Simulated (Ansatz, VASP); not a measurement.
**One calculation of SnSe4, two programs**

The input INCAR:

```
ALGO     = Normal         # electronic algorithm
EDIFF    = 1E-6           # SCF threshold, eV
EDIFFG   = -0.01          # ionic threshold
ENCUT    = 600            # plane-wave cutoff, eV
GGA      = PE             # functional
IBRION   = 2              # ionic algorithm
ISIF     = 3              # what is computed and relaxed
ISMEAR   = 0              # smearing method
LASPH    = True           # aspherical terms in the spheres
LCHARG   = False          # write CHGCAR
LREAL    = False          # projectors in reciprocal space
LWAVE    = False          # write WAVECAR
NELM     = 80             # most SCF steps
NSW      = 100            # ionic steps
PREC     = Accurate       # precision mode
SIGMA    = 0.1            # smearing width, eV
```

The input KPOINTS:

```
k-points
0
Gamma
  12 12 4
```

Contents of POSCAR:

```
SnSe4
1.0
    4.4734631543      0.0000000000      0.0000000000
   -2.2367315771      3.8741327345      0.0000000000
    0.0000000000      0.0000000000     10.6869895998
Sn Se
1 4
Direct
    0.0000000000      0.0000000000      0.5000000000
    0.3333333333      0.6666666667      0.0000000000
    0.6666666667      0.3333333333      0.0000000000
    0.0000000000      0.0000000000      0.7189655422
    0.0000000000      0.0000000000      0.2810344578
```

Input for Ansatz:

```yaml
crystal:
  lattice:
    - [4.4734631543, 0.0, 0.0]
    - [-2.2367315771, 3.8741327345, 0.0]
    - [0.0, 0.0, 10.6869895998]
  atoms:
    - { symbol: Sn, position: [0.0, 0.0, 0.5] }
    - { symbol: Se, position: [0.3333333333, 0.6666666667, 0.0] }
    - { symbol: Se, position: [0.6666666667, 0.3333333333, 0.0] }
    - { symbol: Se, position: [0.0, 0.0, 0.7189655422] }
    - { symbol: Se, position: [0.0, 0.0, 0.2810344578] }
basis:
  ecutwfc: 420
kpoints:
  mp_grid: { grid: [12, 12, 4] }
hamiltonian:
  xc: pbe
scf:
  occupations: { method: gaussian, width: 0.1 }
output:
  forces: true
  stress: true
  eigenvalues: true
  write_density: true
  write_potential: true
  elf: true
  volumetric_format: npy
relax:
  adjacent_minimum: "off"
  f_tol: 0.01
  max_steps: 80
  cell: { stress_tol: 0.05 }
```

Alike in both runs: task relaxation of cell and atoms; functional PBE; k mesh 12 × 12 × 4; occupations gaussian, width 0.1 eV; no spin polarisation.

|  | VASP | Ansatz |
| --- | --- | --- |
| version | VASP 6.6.1 | Ansatz 0.2.0 |
| potentials or method | VASP PAW PBE potentials, release 64 (Sn_d, Se), cutoff 600 eV | scalar-relativistic, plane waves, PAW |
| valence electrons in the cell | 38 | 78 |

|  | VASP | Ansatz | Ansatz less VASP |
| --- | --- | --- | --- |
| gap on the k mesh at the Fermi level, each at its own relaxed structure (eV) | none | none | - |
| relaxed volume (Å³/atom) | 39.83 | 39.95 | +0.117 |
| relaxed cell length with the largest relative difference (Å) | 11.199 | 11.248 | +0.0483 |

A gap of «none» marks a metal or a gap that the smearing closes. VASP's potentials hold 38 valence electrons a cell and Ansatz's 78, so a difference there can come from the potentials and not from the codes.
